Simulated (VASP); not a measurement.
# FePt (P4/mmm) in VASP: a series of runs

Runs on FePt. Level: PBEsol. Tasks: single point.

All numbers are computed with VASP 6.6.1; they aren't measurements. Logs are shortened: lines on timing, memory, paths and dates and some standing lists are left out, and cuts for length are marked.

## Step 1: The cell of the first run

The structure is tetragonal, space group P4/mmm (No. 123). Conventional cell: a = 2.687 Å, b = 2.687 Å, c = 3.670 Å, α = 90.00°, β = 90.00°, γ = 90.00°. Within 3.5 Å of Pt (site symmetry 4/mmm) lie 8 Fe at 2.64 Å and 4 Pt at 2.69 Å. Within 3.5 Å of Fe (site symmetry 4/mmm) lie 8 Pt at 2.64 Å and 4 Fe at 2.69 Å.

## Step 2: Single point, PBEsol, collinear spin, ferromagnetic start (13.24 Å³/atom)

Contents of INCAR:

```
SYSTEM = FePt
ALGO     = Normal         ! electronic algorithm
EDIFF    = 1E-6           ! SCF threshold, eV
ENCUT    = 520            ! plane-wave cutoff, eV
GGA      = PS             ! functional
ISIF     = 2              ! what is computed and relaxed
ISMEAR   = -1             ! smearing method
ISPIN    = 2              ! spin polarisation
LASPH    = .TRUE.         ! aspherical terms in the spheres
LCHARG   = .TRUE.         ! write CHGCAR
LELF     = .TRUE.         ! ELF
LMAXMIX  = 4              ! l up to which the mixer works
LORBIT   = 11             ! projections on sites
LREAL    = .FALSE.        ! projectors in reciprocal space
LVHAR    = .TRUE.       
LWAVE    = .FALSE.        ! write WAVECAR
MAGMOM   = 0 3            ! initial moments
NBANDS   = 20             ! bands
NELM     = 150            ! most SCF steps
PREC     = Accurate       ! precision mode
SIGMA    = 0.05           ! smearing width, eV
```

Contents of KPOINTS:

```
k-points
0
G
  10 10 7
  0 0 0
```

Contents of POSCAR:

```
FePt
1.0
    2.6866914338      0.0000000000      0.0000000000
    0.0000000000      2.6866914338      0.0000000000
    0.0000000000      0.0000000000      3.6697235666
Pt Fe
1 1
Direct
    0.5000000000      0.5000000000      0.5000000000
    0.0000000000      0.0000000000      0.0000000000
```

Potentials or basis: VASP PAW PBE potentials, release 64 (Pt, Fe).

On the command line:

```sh
cat potpaw_PBE.64/Pt/POTCAR potpaw_PBE.64/Fe/POTCAR > POTCAR
mpirun -np 1 vasp_std > vasp.out
```

OUTCAR:

```text
SYSTEM = FePt
   EDIFF = 1E-6
   ENCUT = 520
   GGA = PS
   ISIF = 2
   ISMEAR = -1
   ISPIN = 2
   LASPH = .TRUE.
   LORBIT = 11
   LREAL = .FALSE.
   NELM = 150
   PREC = Accurate

 ion  position               nearest neighbor table
   1  0.500  0.500  0.500-   2 2.64   2 2.64   2 2.64   2 2.64   2 2.64   2 2.64   2 2.64   2 2.64

   2  0.000  0.000  0.000-   1 2.64   1 2.64   1 2.64   1 2.64   1 2.64   1 2.64   1 2.64   1 2.64

  LATTYP: Found a simple tetragonal cell.
 ALAT       =     2.6866914338
 C/A-ratio  =     1.3658894804

  Lattice vectors:

 A1 = (   2.6866914338,   0.0000000000,   0.0000000000)
 A2 = (   0.0000000000,   2.6866914338,   0.0000000000)
 A3 = (   0.0000000000,   0.0000000000,   3.6697235666)

Analysis of symmetry for initial positions (statically):
=====================================================================
 Subroutine PRICEL returns:
 Original cell was already a primitive cell.

 Routine SETGRP: Setting up the symmetry group for a
 simple tetragonal supercell.

 Subroutine GETGRP returns: Found 16 space group operations
 (whereof 16 operations were pure point group operations)
 out of a pool of 16 trial point group operations.

The static configuration has the point symmetry D_4h.

Analysis of symmetry for dynamics (positions and initial velocities):
=====================================================================
 Subroutine PRICEL returns:
 Original cell was already a primitive cell.

 Routine SETGRP: Setting up the symmetry group for a
 simple tetragonal supercell.

 Subroutine GETGRP returns: Found 16 space group operations
 (whereof 16 operations were pure point group operations)
 out of a pool of 16 trial point group operations.

The dynamic configuration has the point symmetry D_4h.

Analysis of structural, dynamic, and magnetic symmetry:
=====================================================================
 Subroutine PRICEL returns:
 Original cell was already a primitive cell.

 Routine SETGRP: Setting up the symmetry group for a
 simple tetragonal supercell.

 Subroutine GETGRP returns: Found 16 space group operations
 (whereof 16 operations were pure point group operations)
 out of a pool of 16 trial point group operations.

The overall configuration has the point symmetry D_4h.

 Subroutine INISYM returns: Found 16 space group operations
 (whereof 16 operations are pure point group operations),
 and found     1 'primitive' translations

----------------------------------------------------------------------------------------

                                     Primitive cell

  volume of cell :      26.4892

  direct lattice vectors                    reciprocal lattice vectors
     2.686691434  0.000000000  0.000000000     0.372205006  0.000000000  0.000000000
     0.000000000  2.686691434  0.000000000     0.000000000  0.372205006  0.000000000
[... 113 lines left out ...]
   IVDW    =     0    specifies the selected vdW correction
   LEPSILON=     F    determine dielectric tensor
   LRPA    =     F    only Hartree local field effects (RPA)
 spin polarized calculation
  energy-cutoff  :      520.00
  volume of cell :       26.49
 maximum number of plane-waves:       728
 NGX is ok and might be reduce to    20
   NGX =  9   NGY =  9   NGZ = 13

 number of electron      18.0000006 magnetization       3.2108422

 Free energy of the ion-electron system (eV)
  ---------------------------------------------------
  ext. energy  EPLUGINS =         0.00000000
  ---------------------------------------------------
  free energy    TOTEN  =       -16.29299240 eV

  energy without entropy =      -16.28243812  energy(sigma->0) =      -16.28771526

 E-fermi :   9.1186     XC(G=0): -13.4424

 val. band max:        9.1131083309   @ k =   0.3000   0.2000   0.0000
 cond. band min:       9.1400577637   @ k =   0.5000   0.4000   0.1429
 fundamental gap:      0.0269494328
 Fermi energy:         9.1186070345

 spin component 1

 k-point     1 :       0.0000    0.0000    0.0000
  band No.  band energies     occupation
      1      -0.8958      1.00000
      2       2.4227      1.00000
      3       2.5759      1.00000
      4       5.5689      1.00000
      5       5.5689      1.00000
      6       6.1540      1.00000
[... 541 lines left out ...]
     19      32.5286      0.00000
     20      32.8954      0.00000

 [... further k-points ...]

 spin component 2

 k-point     1 :       0.0000    0.0000    0.0000
  band No.  band energies     occupation
      1      -0.7108      1.00000
      2       2.9592      1.00000
      3       2.9859      1.00000
      4       6.6078      1.00000
      5       6.6078      1.00000
      6       8.2594      1.00000
[... 541 lines left out ...]
     19      32.7692      0.00000
     20      33.1931      0.00000

 [... further k-points ...]

------------------------ aborting loop because EDIFF is reached ----------------------------------------

  FORCE on cell =-STRESS in cart. coord.  units (eV):
  Direction    XX          YY          ZZ          XY          YZ          ZX
  --------------------------------------------------------------------------------------
  -------------------------------------------------------------------------------------
  Total        0.4344085      0.4344085      0.5911515      0.0000000      0.0000000     -0.0000000
  in kB       26.2748306     26.2748306     35.7553040      0.0000000      0.0000000     -0.0000000
  external PRESSURE =      29.4349884 kB  Pullay stress =       0.0000000 kB

 VOLUME and BASIS-vectors are now :
 -----------------------------------------------------------------------------
  energy-cutoff  :      520.00
  volume of cell :       26.49
      direct lattice vectors                 reciprocal lattice vectors
     2.686691434  0.000000000  0.000000000     0.372205006  0.000000000  0.000000000
     0.000000000  2.686691434  0.000000000     0.000000000  0.372205006  0.000000000
     0.000000000  0.000000000  3.669723567     0.000000000  0.000000000  0.272500089

 POSITION                                       TOTAL-FORCE (eV/Angst)
 -----------------------------------------------------------------------------------
      1.34335      1.34335      1.83486         0.000000      0.000000      0.000000
      0.00000      0.00000      0.00000         0.000000      0.000000      0.000000
 -----------------------------------------------------------------------------------
    total drift:                                0.000000      0.000000      0.000000

  FREE ENERGIE OF THE ION-ELECTRON SYSTEM (eV)
  ---------------------------------------------------
  free  energy   TOTEN  =       -16.2929924049 eV

  energy  without entropy=      -16.2824381159  energy(sigma->0) =      -16.28771526

 total charge

# of ion       s       p       d       tot
------------------------------------------
    1        0.729   0.717   8.072   9.518
    2        0.428   0.491   6.161   7.080
--------------------------------------------------
tot          1.157   1.208  14.233  16.598

 magnetization (x)

# of ion       s       p       d       tot
------------------------------------------
    1       -0.025  -0.064   0.423   0.334
    2        0.003  -0.006   2.840   2.837
--------------------------------------------------
tot         -0.022  -0.069   3.262   3.171
```

OSZICAR:

```text
N       E                     dE             d eps       ncg     rms          rms(c)
DAV:   1     0.912682194590E+02    0.91268E+02   -0.84862E+03  7248   0.101E+03
DAV:   2    -0.140054865746E+02   -0.10527E+03   -0.92872E+02  6888   0.218E+02
DAV:   3    -0.179081578586E+02   -0.39027E+01   -0.37876E+01  7756   0.477E+01
DAV:   4    -0.179532335176E+02   -0.45076E-01   -0.45041E-01  7580   0.434E+00
DAV:   5    -0.179543911680E+02   -0.11577E-02   -0.11576E-02  8060   0.782E-01    0.184E+01
DAV:   6    -0.187808219576E+02   -0.82643E+00   -0.99506E+00  7504   0.627E+01    0.227E+01
DAV:   7    -0.164900549996E+02    0.22908E+01   -0.81528E+00  8648   0.619E+01    0.947E+00
DAV:   8    -0.163856228175E+02    0.10443E+00   -0.38226E-01  8700   0.842E+00    0.435E+00
DAV:   9    -0.163055366844E+02    0.80086E-01   -0.10972E-01  9728   0.595E+00    0.186E+00
DAV:  10    -0.162937509782E+02    0.11786E-01   -0.26485E-02 10204   0.258E+00    0.671E-01
DAV:  11    -0.162931309528E+02    0.62003E-03   -0.18509E-03  8836   0.544E-01    0.260E-01
DAV:  12    -0.162929926527E+02    0.13830E-03   -0.19850E-04  9236   0.182E-01    0.758E-02
DAV:  13    -0.162929981952E+02   -0.55425E-05   -0.29531E-05  8896   0.787E-02    0.375E-02
DAV:  14    -0.162929926476E+02    0.55476E-05   -0.62203E-06  7544   0.514E-02    0.112E-02
DAV:  15    -0.162929924049E+02    0.24270E-06   -0.85549E-07  3808   0.184E-02
   1 F= -.16292992E+02 E0= -.16287715E+02  d E =-.105543E-01  mag=     3.2110
```

stdout:

```text
POSCAR found type information on POSCAR PtFe
 POSCAR found :  2 types and       2 ions
 scaLAPACK will be used
 -----------------------------------------------------------------------------
|                                                                             |
|                                                                             |
|     You enforced a specific xc type in the INCAR file but a different       |
|     I HOPE YOU KNOW WHAT YOU ARE DOING!                                     |
|                                                                             |
 -----------------------------------------------------------------------------

 LDA part: xc-table for (Slater+PW92), standard interpolation
 POSCAR, INCAR and KPOINTS ok, starting setup
 FFT: planning ... GRIDC
 FFT: planning ... GRID_SOFT
 FFT: planning ... GRID
 WAVECAR not read
 entering main loop
```

Wall time 62 s (1 thread of Intel Xeon Platinum 8375C at 2.90GHz (Ice Lake), shared host); peak memory 0.2 GiB.

What came out:

```
Free energy                                           : -16.2930 eV
Pressure                                              : 2.9 GPa
Net moment                                            : 3.21 μB per cell
Site moments                                          : Pt +0.33; Fe +2.84 μB
Valence electrons inside the program's atomic spheres : Pt 9.52; Fe 7.08
```

Levels at points of the mesh, in eV from the Fermi level:
Spin up:
```csv
k point,band 8,band 9,band 10,band 11,band 12,band 13,band 14,band 15
"(0.00, 0.00, 0.00)",-1.86,-0.46,-0.28,-0.28,2.24,10.23,11.86,11.86
"(0.50, 0.00, 0.00)",-2.48,-2.09,-1.69,0.28,2.18,10.67,10.84,12.98
"(0.50, 0.50, 0.00)",-0.34,-0.34,0.65,1.54,1.54,7.97,10.53,11.03
```
Spin down:
```tsv
k point	band 6	band 7	band 8	band 9	band 10	band 11
(0.00, 0.00, 0.00)	-0.86	-0.79	0.55	1.68	1.75	1.75
(0.50, 0.00, 0.00)	-1.43	-1.31	-1.04	0.43	0.68	2.51
(0.50, 0.50, 0.00)	1.28	1.67	1.75	1.75	1.83	1.84
```

Caveat: the PAW data sets were made with another functional, which shifts forces and pressure a little; spin-orbit coupling is left out, which moves the levels of the heavy elements.

## Step 3: Single point, PBEsol, collinear spin, ferromagnetic start (14.07 Å³/atom)

This run uses another cell than the first one, of 14.07 Å³/atom.

Contents of INCAR:

```
PREC = Accurate ; ENCUT = 520
EDIFF = 1E-6 ; ISMEAR = -1
SIGMA = 0.05 ; LREAL = False
LASPH = True ; NELM = 150
ALGO = Normal ; ISIF = 2
LWAVE = False ; LCHARG = False
ISPIN = 2 ; MAGMOM = 0 3
LORBIT = 11 ; LMAXMIX = 4
GGA = PS ; NBANDS = 20
```

Contents of KPOINTS:

```
regular mesh
0
Gamma
  10 10 7
```

Contents of POSCAR:

```
FePt
1.0
    2.7415369495      0.0000000000      0.0000000000
    0.0000000000      2.7415369495      0.0000000000
    0.0000000000      0.0000000000      3.7446364796
Pt Fe
1 1
Direct
    0.5000000000      0.5000000000      0.5000000000
    0.0000000000      0.0000000000      0.0000000000
```

Potentials or basis: VASP PAW PBE potentials, release 64 (Pt, Fe).

On the command line:

```sh
cat potpaw_PBE.64/Pt/POTCAR potpaw_PBE.64/Fe/POTCAR > POTCAR
mpirun -np 1 vasp_std > vasp.out
```

It took 68 s on 1 thread of Intel Xeon Platinum 8375C at 2.90GHz (Ice Lake), shared host; peak memory 0.2 GiB.

The run converged. Its results:

| Property | Result |
| --- | --- |
| Free energy | -16.2527 eV |
| Pressure | -10.1 GPa |
| Net moment | 3.31 μB per cell |
| Site moments | Pt +0.34; Fe +2.94 μB |
| Valence electrons inside the program's atomic spheres | Pt 9.37; Fe 6.95 |

Stress tensor (GPa, compression positive):
```
-10.35   0.00   0.00
  0.00 -10.35   0.00
  0.00   0.00  -9.47
```

Levels at points of the mesh, in eV from the Fermi level:
Spin up:
```tsv
k point	band 7	band 8	band 9	band 10	band 11	band 12	band 13	band 14	band 15	band 16
(0.00, 0.00, 0.00)	-2.13	-1.93	-0.53	-0.44	-0.44	2.18	9.48	11.45	11.45	17.11
(0.50, 0.00, 0.00)	-2.62	-2.53	-2.17	-1.61	0.05	1.93	10.27	10.32	12.24	12.98
(0.50, 0.50, 0.00)	-0.56	-0.52	-0.52	0.50	1.52	1.52	7.33	9.74	10.73	12.16
```
Spin down:
```tsv
k point	band 4	band 5	band 6	band 7	band 8	band 9	band 10	band 11	band 12	band 13
(0.00, 0.00, 0.00)	-2.32	-2.32	-0.76	-0.73	0.55	1.60	1.63	1.63	2.42	10.33
(0.50, 0.00, 0.00)	-3.44	-2.39	-1.36	-1.14	-0.86	0.47	0.69	2.26	2.51	11.08
(0.50, 0.50, 0.00)	-4.67	0.87	1.17	1.59	1.71	1.71	1.71	1.71	1.73	8.16
```

Caveat: the cell stands under tension; the PAW data sets were made with another functional, which shifts forces and pressure a little; spin-orbit coupling is left out, which moves the levels of the heavy elements.
